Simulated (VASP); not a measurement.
# In2WSe3 (P4/mmm) in VASP: single point with PBE

Aim: the single point of In2WSe3 with PBE.

All numbers are computed with VASP 6.6.1; they aren't measurements. Logs are shortened: lines on timing, memory, paths and dates and some standing lists are left out, and cuts for length are marked.

### 1 The cell of the first run

It takes space group P4/mmm (No. 123, tetragonal). Conventional cell: a = 4.142 Å, b = 4.142 Å, c = 10.002 Å, α = 90.00°, β = 90.00°, γ = 90.00°. In (site symmetry mmm) has 2 W at 2.07 Å and 2 Se at 2.07 Å within 2.7 Å. W (site symmetry 4/mmm) has 4 In at 2.07 Å within 2.7 Å. Se (site symmetry 4mm) has 2 Se at 3.07 to 3.86 Å and 4 In at 3.71 Å within 4.0 Å. Within 2.7 Å of Se (site symmetry 4/mmm) lie 4 In at 2.07 Å.

### 2 Single point, PBE

Input file INCAR:

```
SYSTEM = In2WSe3
PREC = Accurate ; ENCUT = 520
EDIFF = 1E-6 ; ISMEAR = 0
SIGMA = 0.1 ; LREAL = .FALSE.
LASPH = .TRUE. ; NELM = 100
ALGO = Normal ; ISIF = 2
LWAVE = .FALSE. ; LCHARG = .TRUE.
GGA = PE ; LELF = .TRUE.
LVHAR = .TRUE. ; NBANDS = 38
```

Input file KPOINTS:

```
Automatic mesh
0
G
  4 4 2
  0 0 0
```

Input file POSCAR:

```
In2WSe3
1.0
    4.1421655300      0.0000000000      0.0000000000
    0.0000000000      4.1421655300      0.0000000000
    0.0000000000      0.0000000000     10.0016603700
In W Se
2 1 3
Direct
    0.5000000000      0.0000000000      0.0000000000
    0.0000000000      0.5000000000      0.0000000000
    0.5000000000      0.5000000000      0.0000000000
    0.0000000000      0.0000000000      0.6927875700
    0.0000000000      0.0000000000      0.3072124300
    0.0000000000      0.0000000000      0.0000000000
```

Potentials or basis: VASP PAW PBE potentials, release 64 (In_d, W_sv, Se).

Run with:

```
cat potpaw_PBE.64/In_d/POTCAR potpaw_PBE.64/W_sv/POTCAR potpaw_PBE.64/Se/POTCAR > POTCAR
mpirun -np 1 vasp_std > vasp.out
```

OUTCAR:

```text
SYSTEM = In2WSe3
   PREC = Accurate
   ENCUT = 520
   EDIFF = 1E-6
   ISMEAR = 0
   LREAL = .FALSE.
   LASPH = .TRUE.
   NELM = 100
   ISIF = 2
   GGA = PE

 ion  position               nearest neighbor table
   1  0.500  0.000  0.000-   3 2.07   6 2.07   3 2.07   6 2.07   2 2.93   2 2.93   2 2.93   2 2.93

   2  0.000  0.500  0.000-   3 2.07   6 2.07   6 2.07   3 2.07   1 2.93   1 2.93   1 2.93   1 2.93

   3  0.500  0.500  0.000-   1 2.07   2 2.07   1 2.07   2 2.07   6 2.93   6 2.93   6 2.93   6 2.93

   4  0.000  0.000  0.693-
   5  0.000  0.000  0.307-
   6  0.000  0.000  0.000-   1 2.07   2 2.07   2 2.07   1 2.07   3 2.93   3 2.93   3 2.93   3 2.93

  LATTYP: Found a simple tetragonal cell.
 ALAT       =     4.1421655300
 C/A-ratio  =     2.4145969777

  Lattice vectors:

 A1 = (   4.1421655300,   0.0000000000,   0.0000000000)
 A2 = (   0.0000000000,   4.1421655300,   0.0000000000)
 A3 = (   0.0000000000,   0.0000000000,  10.0016603700)

Analysis of symmetry for initial positions (statically):
=====================================================================
 Subroutine PRICEL returns:
 Original cell was already a primitive cell.

 Routine SETGRP: Setting up the symmetry group for a
 simple tetragonal supercell.

 Subroutine GETGRP returns: Found 16 space group operations
 (whereof 16 operations were pure point group operations)
 out of a pool of 16 trial point group operations.

The static configuration has the point symmetry D_4h.

Analysis of symmetry for dynamics (positions and initial velocities):
=====================================================================
 Subroutine PRICEL returns:
 Original cell was already a primitive cell.

 Routine SETGRP: Setting up the symmetry group for a
 simple tetragonal supercell.

 Subroutine GETGRP returns: Found 16 space group operations
 (whereof 16 operations were pure point group operations)
 out of a pool of 16 trial point group operations.

The dynamic configuration has the point symmetry D_4h.

 Subroutine INISYM returns: Found 16 space group operations
 (whereof 16 operations are pure point group operations),
 and found     1 'primitive' translations

----------------------------------------------------------------------------------------

                                     Primitive cell

  volume of cell :     171.6038

  direct lattice vectors                    reciprocal lattice vectors
     4.142165530  0.000000000  0.000000000     0.241419613  0.000000000  0.000000000
     0.000000000  4.142165530  0.000000000     0.000000000  0.241419613  0.000000000
     0.000000000  0.000000000 10.001660370     0.000000000  0.000000000  0.099983399

  length of vectors
     4.142165530  4.142165530 10.001660370     0.241419613  0.241419613  0.099983399

  position of ions in fractional coordinates (direct lattice)
     0.500000000  0.000000000  0.000000000
     0.000000000  0.500000000  0.000000000
     0.500000000  0.500000000  0.000000000
     0.000000000  0.000000000  0.692787570
     0.000000000  0.000000000  0.307212430
     0.000000000  0.000000000  0.000000000

  ion indices of the primitive-cell ions
   primitive index   ion index
                 1           1
                 2           2
                 3           3
                 4           4
                 5           5
                 6           6

----------------------------------------------------------------------------------------

 KPOINTS: Automatic mesh

Automatic generation of k-mesh.
 Grid dimensions read from file:
 generate k-points for:    4    4    2

 Generating k-lattice:

  Cartesian coordinates                     Fractional coordinates (reciprocal lattice)
     0.060354903  0.000000000  0.000000000     0.250000000  0.000000000  0.000000000
     0.000000000  0.060354903  0.000000000     0.000000000  0.250000000  0.000000000
     0.000000000  0.000000000  0.049991700     0.000000000  0.000000000  0.500000000

  Length of vectors
     0.060354903  0.060354903  0.049991700

  Shift w.r.t. Gamma in fractional coordinates (k-lattice)
     0.000000000  0.000000000  0.000000000

 Subroutine IBZKPT returns following result:
 ===========================================

 Found     12 irreducible k-points:

 Following reciprocal coordinates:
            Coordinates               Weight
  0.000000  0.000000  0.000000      1.000000
  0.250000  0.000000  0.000000      4.000000
  0.500000  0.000000  0.000000      2.000000
  0.250000  0.250000  0.000000      4.000000
  0.500000  0.250000  0.000000      4.000000
  0.500000  0.500000  0.000000      1.000000
  0.000000  0.000000  0.500000      1.000000
  0.250000  0.000000  0.500000      4.000000
  0.500000  0.000000  0.500000      2.000000
  0.250000  0.250000  0.500000      4.000000
  0.500000  0.250000  0.500000      4.000000
  0.500000  0.500000  0.500000      1.000000
   k-points           NKPTS =     12   k-points in BZ     NKDIM =     12   number of bands    NBANDS=     38
   number of dos      NEDOS =    301   number of ions     NIONS =      6
   total plane-waves  NPLWV =  81920
   dimension x,y,z NGX =    32 NGY =   32 NGZ =   80
   dimension x,y,z NGXF=    64 NGYF=   64 NGZF=  160
   ions per type =               2   1   3
   NGX,Y,Z   is equivalent  to a cutoff of  12.84, 12.84, 13.30 a.u.
   NGXF,Y,Z  is equivalent  to a cutoff of  25.69, 25.69, 26.59 a.u.
 SYSTEM =  In2WSe3
   PREC   = accura    normal or accurate (medium, high low for compatibility)
   ISTART =      0    job   : 0-new  1-cont  2-samecut
   ICHARG =      2    charge: 1-file 2-atom 10-const
   ISPIN  =      1    spin polarized calculation?
   LNONCOLLINEAR =      F non collinear calculations
   LSORBIT =      F    spin-orbit coupling
   LASPH  =      T    aspherical Exc in radial PAW
   ENCUT  =  520.0 eV  38.22 Ry    6.18 a.u.   7.70  7.70 18.60*2*pi/ulx,y,z
   NELM   =    100;   NELMIN=  2; NELMDL= -5     # of ELM steps
   EDIFF  = 0.1E-05   stopping-criterion for ELM
   LREAL  =      F    real-space projection
   EDIFFG = 0.1E-04   stopping-criterion for IOM
   NSW    =      0    number of steps for IOM
   IBRION =     -1    ionic relax: 0-MD 1-quasi-New 2-CG
   NFREE  =      0    steps in history (QN), initial steepest desc. (CG)
   ISIF   =      2    stress and relaxation
   ISYM   =      2    0-nonsym 1-usesym 2-fastsym
   POTIM  = 0.5000    time-step for ionic-motion
   TEBEG  =    0.0;   TEEND  =   0.0 temperature during run
   PSTRESS=    0.0 pullay stress
   NELECT =      58.0000    total number of electrons
   NUPDOWN=      -1.0000    fix difference up-down
   EMIN   =  10.00;   EMAX   =-10.00  energy-range for DOS
   EFERMI =   0.00;   METHOD = LEGACY
   ISMEAR =     0;   SIGMA  =   0.10  broadening in eV -4-tet -1-fermi 0-gaus
   EFERMI_NEDOS =   21; number of points for ismear=-14 and -15
   IALGO  =     38    algorithm
   IMIX   =      4    mixing-type and parameters
     AMIX     =   0.40;   BMIX     =  1.00
     AMIX_MAG =   1.60;   BMIX_MAG =  1.00
  volume/ion in A,a.u.               =      28.60       193.01
  Fermi-wavevector in a.u.,A,eV,Ry     =   1.140360  2.154967 17.693289  1.300420
  Thomas-Fermi vector in A             =   2.277062
   LORBIT       =      0    0 simple, 1 ext, 2 COOP (PROOUT), +10 PAW based schemes
   GGA     = PE    functional components
   LHFCALC =     F    Hartree Fock is set to
   AEXX    =    0.0000 exact exchange contribution
   IVDW    =     0    specifies the selected vdW correction
   LEPSILON=     F    determine dielectric tensor
   LRPA    =     F    only Hartree local field effects (RPA)
 non-spin polarized calculation
 Gauss-broadening in eV      SIGMA  =   0.10
  energy-cutoff  :      520.00
  volume of cell :      171.60
 maximum number of plane-waves:      4646
 NGX is ok and might be reduce to    32
   NGX = 15   NGY = 15   NGZ = 37

 number of electron      58.0000002 magnetization

 Free energy of the ion-electron system (eV)
  ---------------------------------------------------
  ext. energy  EPLUGINS =         0.00000000
  ---------------------------------------------------
  free energy    TOTEN  =         9.86991411 eV

  energy without entropy =        9.91512043  energy(sigma->0) =        9.89251727

 E-fermi :   3.1224     XC(G=0):  -8.4702

 val. band max:        3.0640900930   @ k =   0.5000   0.0000   0.5000
 cond. band min:       3.1245278760   @ k =   0.5000   0.2500   0.0000
 fundamental gap:      0.0604377830
 Fermi energy:         3.1223786320

 k-point     1 :       0.0000    0.0000    0.0000
  band No.  band energies     occupation
      1     -69.9457      2.00000
      2     -35.1179      2.00000
      3     -35.1179      2.00000
      4     -34.2782      2.00000
      5     -18.5683      2.00000
      6     -15.7216      2.00000
[... 30 lines left out ...]
     37       8.8251      0.00000
     38      10.5417      0.00000

 k-point     2 :       0.2500    0.0000    0.0000
  band No.  band energies     occupation
      1     -69.9341      2.00000
      2     -35.3284      2.00000
      3     -35.1274      2.00000
      4     -34.2875      2.00000
      5     -18.1143      2.00000
      6     -15.4417      2.00000
[... 30 lines left out ...]
     37       9.3081      0.00000
     38      10.4447      0.00000

 k-point     3 :       0.5000    0.0000    0.0000
  band No.  band energies     occupation
      1     -69.9225      2.00000
      2     -35.5309      2.00000
      3     -35.1368      2.00000
      4     -34.2968      2.00000
      5     -17.4136      2.00000
      6     -15.7099      2.00000
[... 30 lines left out ...]
     37       9.7892      0.00000
[... 289 lines left out ...]
 k-point    11 :       0.5000    0.2500    0.5000
  band No.  band energies     occupation
      1     -69.9109      2.00000
      2     -35.5400      2.00000
      3     -35.3469      2.00000
      4     -34.3061      2.00000
      5     -16.8639      2.00000
      6     -15.7079      2.00000
[... 30 lines left out ...]
     37       9.1075      0.00000
     38      10.8998      0.00000

 k-point    12 :       0.5000    0.5000    0.5000
  band No.  band energies     occupation
      1     -69.8993      2.00000
      2     -35.5492      2.00000
      3     -35.5492      2.00000
      4     -34.3154      2.00000
      5     -15.8105      2.00000
      6     -15.8105      2.00000
[... 30 lines left out ...]
     37       9.0135      0.00000
     38       9.4821      0.00000

------------------------ aborting loop because EDIFF is reached ----------------------------------------

  FORCE on cell =-STRESS in cart. coord.  units (eV):
  Direction    XX          YY          ZZ          XY          YZ          ZX
  --------------------------------------------------------------------------------------
  -------------------------------------------------------------------------------------
  Total      128.4928544    128.4928544     -5.7955212      0.0000000      0.0000000      0.0000000
  in kB     1199.6720918   1199.6720918    -54.1098184      0.0000000      0.0000000      0.0000000
  external PRESSURE =     781.7447884 kB  Pullay stress =       0.0000000 kB

 VOLUME and BASIS-vectors are now :
 -----------------------------------------------------------------------------
  energy-cutoff  :      520.00
  volume of cell :      171.60
      direct lattice vectors                 reciprocal lattice vectors
     4.142165530  0.000000000  0.000000000     0.241419613  0.000000000  0.000000000
     0.000000000  4.142165530  0.000000000     0.000000000  0.241419613  0.000000000
     0.000000000  0.000000000 10.001660370     0.000000000  0.000000000  0.099983399

 POSITION                                       TOTAL-FORCE (eV/Angst)
 -----------------------------------------------------------------------------------
      2.07108      0.00000      0.00000         0.000000     -0.000000      0.000000
      0.00000      2.07108      0.00000         0.000000     -0.000000      0.000000
      2.07108      2.07108      0.00000         0.000000     -0.000000      0.000000
      0.00000      0.00000      6.92903         0.000000     -0.000000      0.403501
      0.00000      0.00000      3.07263        -0.000000      0.000000     -0.403501
      0.00000      0.00000      0.00000         0.000000     -0.000000      0.000000
 -----------------------------------------------------------------------------------
    total drift:                                0.000000      0.000000     -0.000000

  FREE ENERGIE OF THE ION-ELECTRON SYSTEM (eV)
  ---------------------------------------------------
  free  energy   TOTEN  =         9.8699141102 eV

  energy  without entropy=        9.9151204259  energy(sigma->0) =        9.89251727
```

Run time: 1.9 min. Hardware: 1 thread of AMD EPYC 7R43 (Zen 3), shared host; peak memory 0.26 GiB.

Results:

```
Free energy            : 9.8699 eV
Pressure               : 78.2 GPa
Largest force          : 0.404 eV/Å
Band gap on the k mesh : zero (band 29 reaches 3.58 eV, above the bottom of band 30 at 2.39 eV)
```

Forces on the atoms (eV/Å):
```
In   0.000  0.000  0.000
In   0.000  0.000  0.000
W    0.000  0.000  0.000
Se   0.000  0.000  0.404
Se   0.000  0.000 -0.404
Se   0.000  0.000  0.000
```

Stress tensor (GPa, compression positive):
```
119.97   0.00   0.00
  0.00 119.97   0.00
  0.00   0.00  -5.41
```

Levels at points of the mesh, in eV from the Fermi level:
| k point | band 27 | band 28 | band 29 | band 30 | band 31 | band 32 |
| --- | --- | --- | --- | --- | --- | --- |
| (0.00, 0.00, 0.00) | 0.01 | 0.01 | 0.45 | 0.50 | 0.56 | 0.56 |
| (0.50, 0.00, 0.00) | 0.11 | 0.14 | 0.18 | 0.22 | 0.51 | 0.64 |
| (0.50, 0.50, 0.00) | -1.13 | -1.13 | -0.73 | -0.73 | -0.45 | 1.03 |
| (0.00, 0.00, 0.50) | -0.11 | 0.13 | 0.13 | 0.50 | 0.50 | 0.71 |
| (0.50, 0.00, 0.50) | -0.06 | 0.11 | 0.11 | 0.22 | 0.29 | 0.45 |
| (0.50, 0.50, 0.50) | -0.96 | -0.90 | -0.90 | -0.45 | -0.38 | 0.16 |

Caveat: the k points lie up to 0.38 Å⁻¹ apart; spin-orbit coupling is left out, which moves the levels of the heavy elements; this functional lacks dispersion, which binds the layers, so the pressure and a relaxed spacing across them are unreliable.
